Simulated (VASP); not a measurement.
Br: single point with PBEsol

Br:

```
Br
1.0
     3.58414    0.00000    0.00000
    -1.79207    3.10396    0.00000
     0.00000    0.00000    4.28988
Br
2
Direct
  0.33333 0.66667 0.25000
  0.66667 0.33333 0.75000
```

This cell differs from its parent crystal: volume scaled by 0.92.

| Property | Result |
| --- | --- |
| Program | VASP 6.6.1 |
| Task | single point |
| Functional | PBEsol |
| Potentials or basis | VASP PAW PBE potentials, release 64 (Br) |
| Cutoff | 520 eV |
| k mesh | 14 × 14 × 8 |
| Occupations | fermi-dirac, width 0.1 eV |
| Spin | no spin polarisation |

The pressure is 3.1 GPa. The band gap on the k mesh is zero (band 7 reaches 4.03 eV, above the bottom of band 8 at 1.97 eV).

Levels at points of the mesh, in eV from the Fermi level:
```
           k point  band 5  band 6  band 7  band 8  band 9  band 10
(0.00, 0.00, 0.00)   -2.00   -0.01   -0.01    1.45    5.66     7.24
(0.50, 0.00, 0.00)   -3.28   -2.37   -1.55    0.37    5.47     9.34
(0.00, 0.00, 0.50)   -1.03   -1.03   -1.03   -1.03    8.56     8.56
(0.50, 0.00, 0.50)   -1.82   -1.82   -0.01   -0.01    7.90     7.90
```

Run time: 25 s on 1 thread of Intel(R) Xeon(R) 6975P-C (Granite Rapids), on a shared host, peak memory 0.2 GiB.

Caveat: the PAW data sets were made with another functional, which shifts forces and pressure a little.
